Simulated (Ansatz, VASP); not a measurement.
# One calculation of MoS2, two programs

INCAR

```
  PREC = Accurate
  ENCUT = 520
  EDIFF = 1E-6
  ISMEAR = -1
  SIGMA = 0.1
  LREAL = False
  LASPH = True
  NELM = 100
  ALGO = Normal
  ISIF = 2
  LWAVE = False
  LCHARG = False
  GGA = PS
  NBANDS = 20
```

The input KPOINTS:

```
regular mesh
0
Gamma
  11 11 11
```

The input POSCAR:

```
MoS2
1.0
    6.3831760000      0.0000000000      0.0000000000
    5.5955395603      3.0716238175      0.0000000000
    5.5955395603      1.4348276740      2.7159054516
Mo S
1 2
Direct
    0.0000000000      0.0000000000      0.0000000000
    0.7500000000      0.7500000000      0.7500000000
    0.2500000000      0.2500000000      0.2500000000
```

Input for Ansatz:

```yaml
crystal:
  lattice:
    a: 6.383176
    b: 6.383176
    c: 6.383176
    alpha: 28.76421
    beta: 28.76421
    gamma: 28.76421
  atoms:
    - { symbol: Mo, position: [0.0, 0.0, 0.0] }
    - { symbol: S, position: [0.75, 0.75, 0.75] }
    - { symbol: S, position: [0.25, 0.25, 0.25] }
kpoints:
  mp_grid:
    grid: [11, 11, 11]
hamiltonian:
  xc: pbesol
scf:
  convergence:
    dr2_threshold: 1.0e-10
  occupations:
    method: fermi_dirac
    width: 0.1
output:
  stress: true
```

Alike in both runs: task single point; functional PBEsol; k mesh 11 × 11 × 11; occupations fermi-dirac, width 0.1 eV; no spin polarisation.

|  | VASP | Ansatz |
| --- | --- | --- |
| version | VASP 6.6.1 | Ansatz 0.2.0 |
| potentials or method | VASP PAW PBE potentials, release 64 (Mo_sv, S) | plane waves, PAW |
| plane-wave cutoff (eV) | 520 | 420 |
| valence electrons in the cell | 26 | 26 |

```csv
,VASP,Ansatz,Ansatz less VASP
pressure (GPa),3.0,3.0,-0.01
"traceless stress, the component that is largest in VASP (GPa)",2.89,2.87,-0.017
```

VASP's potentials were made for PBE, not for PBEsol. With one functional, cell and mesh, what is left measures potentials, basis and numerics.
